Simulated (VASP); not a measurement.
# SbI2 (P-3m1) in VASP: single point with PBE

Aim: the single point of SbI2 with PBE.

Everything below comes from runs of VASP 6.6.1. Logs are shortened: lines on timing, memory, paths and dates and some standing lists are left out, and cuts for length are marked.

**1. The cell of the first run**

It takes space group P-3m1 (No. 164, trigonal). Conventional cell: a = 4.584 Å, b = 4.584 Å, c = 7.022 Å, α = 90.00°, β = 90.00°, γ = 120.00°. Within 4.3 Å of Sb (site symmetry -3m) lie 6 I at 3.24 Å. Within 4.3 Å of I (site symmetry 3m) lie 3 Sb at 3.24 Å and 3 I at 4.23 Å.

**2. Single point, PBE**

INCAR reads:

```
SYSTEM = SbI2
PREC = Accurate ; ENCUT = 520
EDIFF = 1E-6 ; ISMEAR = -1
SIGMA = 0.1 ; LREAL = .FALSE.
LASPH = .TRUE. ; NELM = 60
ALGO = Normal ; ISIF = 2
LWAVE = .FALSE. ; LCHARG = .FALSE.
GGA = PE ; NBANDS = 16
```

KPOINTS reads:

```
Automatic mesh
0
G
  9 9 5
  0 0 0
```

POSCAR reads:

```
SbI2
1.0
    4.5843360000      0.0000000000      0.0000000000
   -2.2921680000      3.9701550000      0.0000000000
    0.0000000000      0.0000000000      7.0219340000
Sb I
1 2
Direct
    0.0000000000      0.0000000000      0.0000000000
    0.3333300000      0.6666700000      0.2650000000
    0.6666700000      0.3333300000      0.7350000000
```

Potentials or basis: VASP PAW PBE potentials, release 64 (Sb, I).

Run with:

```bash
$ cat potpaw_PBE.64/Sb/POTCAR potpaw_PBE.64/I/POTCAR > POTCAR
$ mpirun -np 1 vasp_std > vasp.out
```

OUTCAR:

```text
SYSTEM = SbI2
   PREC = Accurate
   ENCUT = 520
   EDIFF = 1E-6
   ISMEAR = -1
   LREAL = .FALSE.
   LASPH = .TRUE.
   NELM = 60
   ISIF = 2
   GGA = PE

 ion  position               nearest neighbor table
   1  0.000  0.000  0.000-   2 3.24   3 3.24   3 3.24   2 3.24   3 3.24   2 3.24
   2  0.333  0.667  0.265-   1 3.24   1 3.24   1 3.24
   3  0.667  0.333  0.735-   1 3.24   1 3.24   1 3.24

  LATTYP: Found a hexagonal cell.
 ALAT       =     4.5843360000
 C/A-ratio  =     1.5317232419

  Lattice vectors:

 A1 = (   4.5843360000,   0.0000000000,   0.0000000000)
 A2 = (  -2.2921680000,   3.9701550000,   0.0000000000)
 A3 = (   0.0000000000,   0.0000000000,   7.0219340000)

Analysis of symmetry for initial positions (statically):
=====================================================================
 Subroutine PRICEL returns:
 Original cell was already a primitive cell.

 Routine SETGRP: Setting up the symmetry group for a
 hexagonal supercell.

 Subroutine GETGRP returns: Found  4 space group operations
 (whereof  4 operations were pure point group operations)
 out of a pool of 24 trial point group operations.

The static configuration has the point symmetry C_2h.

Analysis of symmetry for dynamics (positions and initial velocities):
=====================================================================
 Subroutine PRICEL returns:
 Original cell was already a primitive cell.

 Routine SETGRP: Setting up the symmetry group for a
 hexagonal supercell.

 Subroutine GETGRP returns: Found  4 space group operations
 (whereof  4 operations were pure point group operations)
 out of a pool of 24 trial point group operations.

The dynamic configuration has the point symmetry C_2h.

 Subroutine INISYM returns: Found  4 space group operations
 (whereof  4 operations are pure point group operations),
 and found     1 'primitive' translations

----------------------------------------------------------------------------------------

                                     Primitive cell

  volume of cell :     127.8029

  direct lattice vectors                    reciprocal lattice vectors
     4.584336000  0.000000000  0.000000000     0.218134098  0.125939667  0.000000000
    -2.292168000  3.970155000  0.000000000     0.000000000  0.251879335  0.000000000
     0.000000000  0.000000000  7.021934000     0.000000000  0.000000000  0.142410908

  length of vectors
     4.584336000  4.584339087  7.021934000     0.251879504  0.251879335  0.142410908
[... 83 lines left out ...]
   EDIFF  = 0.1E-05   stopping-criterion for ELM
   LREAL  =      F    real-space projection
   EDIFFG = 0.1E-04   stopping-criterion for IOM
   NSW    =      0    number of steps for IOM
   IBRION =     -1    ionic relax: 0-MD 1-quasi-New 2-CG
   NFREE  =      0    steps in history (QN), initial steepest desc. (CG)
   ISIF   =      2    stress and relaxation
   ISYM   =      2    0-nonsym 1-usesym 2-fastsym
   POTIM  = 0.5000    time-step for ionic-motion
   TEBEG  =    0.0;   TEEND  =   0.0 temperature during run
   PSTRESS=    0.0 pullay stress
   NELECT =      19.0000    total number of electrons
   NUPDOWN=      -1.0000    fix difference up-down
   EMIN   =  10.00;   EMAX   =-10.00  energy-range for DOS
   EFERMI =   0.00;   METHOD = LEGACY
   ISMEAR =    -1;   SIGMA  =   0.10  broadening in eV -4-tet -1-fermi 0-gaus
   EFERMI_NEDOS =   21; number of points for ismear=-14 and -15
   IALGO  =     38    algorithm
   IMIX   =      4    mixing-type and parameters
     AMIX     =   0.40;   BMIX     =  1.00
     AMIX_MAG =   1.60;   BMIX_MAG =  1.00
  volume/ion in A,a.u.               =      42.60       287.49
  Fermi-wavevector in a.u.,A,eV,Ry     =   0.867253  1.638871 10.233320  0.752128
  Thomas-Fermi vector in A             =   1.985760
   LORBIT       =      0    0 simple, 1 ext, 2 COOP (PROOUT), +10 PAW based schemes
   GGA     = PE    functional components
   LHFCALC =     F    Hartree Fock is set to
   AEXX    =    0.0000 exact exchange contribution
   IVDW    =     0    specifies the selected vdW correction
   LEPSILON=     F    determine dielectric tensor
   LRPA    =     F    only Hartree local field effects (RPA)
 non-spin polarized calculation
  energy-cutoff  :      520.00
  volume of cell :      127.80
 maximum number of plane-waves:      3471
 NGX is ok and might be reduce to    36
   NGX = 17   NGY = 17   NGZ = 27

 number of electron      19.0000001 magnetization

 Free energy of the ion-electron system (eV)
  ---------------------------------------------------
  ext. energy  EPLUGINS =         0.00000000
  ---------------------------------------------------
  free energy    TOTEN  =        -7.13608209 eV

  energy without entropy =       -7.02675411  energy(sigma->0) =       -7.08141810

 E-fermi :   4.3624     XC(G=0):  -7.9841

 val. band max:        4.3583241617   @ k =   0.1111   0.1111   0.0000
 cond. band min:       4.3632878015   @ k =   0.4444   0.0000   0.2000
 fundamental gap:      0.0049636398
 Fermi energy:         4.3624106035

 k-point     1 :       0.0000    0.0000    0.0000
  band No.  band energies     occupation
      1      -9.8479      2.00000
      2      -9.1448      2.00000
      3      -5.0403      2.00000
      4       1.0052      2.00000
      5       1.1079      2.00000
      6       1.1080      2.00000
[... 433 lines left out ...]
      3      -5.5737      2.00000
      4      -0.5875      2.00000
      5      -0.3394      2.00000
      6      -0.0208      2.00000
[... 8 lines left out ...]
     15       9.9409      0.00000
     16      11.3024      0.00000

 [... further k-points ...]

------------------------ aborting loop because EDIFF is reached ----------------------------------------

  FORCE on cell =-STRESS in cart. coord.  units (eV):
  Direction    XX          YY          ZZ          XY          YZ          ZX
  --------------------------------------------------------------------------------------
  -------------------------------------------------------------------------------------
  Total        0.1418436      0.1420858     -1.5358197      0.0002095      0.0001479     -0.0002562
  in kB        1.7781965      1.7812322    -19.2535213      0.0026262      0.0018543     -0.0032121
  external PRESSURE =      -5.2313642 kB  Pullay stress =       0.0000000 kB

 VOLUME and BASIS-vectors are now :
 -----------------------------------------------------------------------------
  energy-cutoff  :      520.00
  volume of cell :      127.80
      direct lattice vectors                 reciprocal lattice vectors
     4.584336000  0.000000000  0.000000000     0.218134098  0.125939667  0.000000000
    -2.292168000  3.970155000  0.000000000     0.000000000  0.251879335  0.000000000
     0.000000000  0.000000000  7.021934000     0.000000000  0.000000000  0.142410908

 POSITION                                       TOTAL-FORCE (eV/Angst)
 -----------------------------------------------------------------------------------
      0.00000      0.00000      0.00000         0.000000      0.000000      0.000000
     -0.00002      2.64678      1.86081        -0.000062      0.000036     -0.482561
      2.29219      1.32337      5.16112         0.000062     -0.000036      0.482561
 -----------------------------------------------------------------------------------
    total drift:                                0.000000     -0.000000      0.000000

  FREE ENERGIE OF THE ION-ELECTRON SYSTEM (eV)
  ---------------------------------------------------
  free  energy   TOTEN  =        -7.1360820853 eV

  energy  without entropy=       -7.0267541059  energy(sigma->0) =       -7.08141810
```

stdout:

```text
POSCAR found type information on POSCAR SbI
 POSCAR found :  2 types and       3 ions
 scaLAPACK will be used
 LDA part: xc-table for (Slater+PW92), standard interpolation
 POSCAR, INCAR and KPOINTS ok, starting setup
 FFT: planning ... GRIDC
 FFT: planning ... GRID_SOFT
 FFT: planning ... GRID
 WAVECAR not read
 entering main loop
```

It took 2.8 min on 1 thread of Intel Xeon Platinum 8259CL at 2.50GHz (Skylake/Cascade Lake), shared host; peak memory 0.42 GiB.

Results:

```
Free energy            : -7.1361 eV
Pressure               : -0.5 GPa
Largest force          : 0.483 eV/Å
Band gap on the k mesh : zero (an odd number of electrons rules out a gap without spin polarisation)
```

Forces on the atoms (eV/Å):
```
Sb   0.000  0.000  0.000
I    0.000  0.000 -0.483
I    0.000  0.000  0.483
```

Caveat: spin-orbit coupling is left out, which moves the levels of the heavy elements; this functional lacks dispersion, which binds the layers, so the pressure and a relaxed spacing across them are unreliable; an odd number of electrons without spin polarisation forces a metal; a magnetic or distorted state may lie lower.
